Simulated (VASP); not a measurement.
Runs of VASP 6.6.1 on Ti2Al3Ru. The structure is that of space group Cmmm (No. 65), or close to it. The cells are those of the table. 

```tsv
task	cell	k mesh	cutoff (eV)	gap on the mesh (eV)	pressure (GPa)	largest force (eV/Å)
single point	a = 4.817, b = 4.817, c = 3.911 Å, angles 90.0, 90.0, 110.4°, 6 atoms	4 × 4 × 4	520	none	(a)	3.88
relaxation of cell and atoms	relaxed from a = 4.817, b = 4.817, c = 3.911 Å, angles 90.0, 90.0, 110.4°, 6 atoms	4 × 4 × 4	600	none	0.0	-
single point	a = 5.858, b = 5.858, c = 5.020 Å, angles 90.0, 90.0, 129.8°, 6 atoms	4 × 4 × 4	520	none	-0.1	0.03
single point	a = 5.844, b = 5.844, c = 5.009 Å, angles 90.0, 90.0, 129.4°, 6 atoms	8 × 8 × 8	520	none	0.0	-
```

Alike in all rows: level PBE; potentials or basis VASP PAW PBE potentials, release 64 (Ti_sv, Al, Ru_pv); no spin polarisation; smearing gaussian 0.1 eV.

Question: Fill in the values left out.

Answer: (a) 80.9.

Caveats: some runs use coarse meshes; forces of over 1 eV/Å act on the atoms, so gaps and moduli don't describe the material at rest (some runs).

A k mesh can miss the band edges, and the runs leave out spin-orbit coupling on Ru.

A gap of «none» marks levels without a gap at the run's occupations.
